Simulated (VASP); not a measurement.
Here is a VASP 6.6.1 calculation.

INCAR

```
SYSTEM = Os3Cl
PREC = Accurate
ENCUT = 520
EDIFF = 1E-6
ISMEAR = 0
SIGMA = 0.1
LREAL = .FALSE.
LASPH = .TRUE.
NELM = 150
ALGO = Normal
ISIF = 2
LWAVE = .FALSE.
LCHARG = .FALSE.
ISPIN = 2
MAGMOM = 0.16 0.16 0.16 0.05
LORBIT = 11
LMAXMIX = 4
GGA = PE
NBANDS = 28
```

Contents of KPOINTS:

```
Automatic mesh
0
G
  4 4 4
  0 0 0
```

POSCAR

```
Os3Cl
1.0
    3.9049540319      0.0000000000      0.0000000000
    0.0000000000      3.9049540319      0.0000000000
    0.0000000000      0.0000000000      3.9049540319
Os Cl
3 1
Direct
    0.0000000000      0.5000000000      0.5000000000
    0.5000000000      0.0000000000      0.5000000000
    0.5000000000      0.5000000000      0.0000000000
    0.0000000000      0.0000000000      0.0000000000
```

Potentials or basis: VASP PAW PBE potentials, release 64 (Os, Cl).

Command:

```bash
$ cat potpaw_PBE.64/Os/POTCAR potpaw_PBE.64/Cl/POTCAR > POTCAR
$ mpirun -np 1 vasp_std > vasp.out
```

Q: Estimate the net moment.

A: 0.00 μB per cell.

Q: Predict the pressure.

A: 0.5 GPa.

Caveat: the k points lie up to 0.40 Å⁻¹ apart.
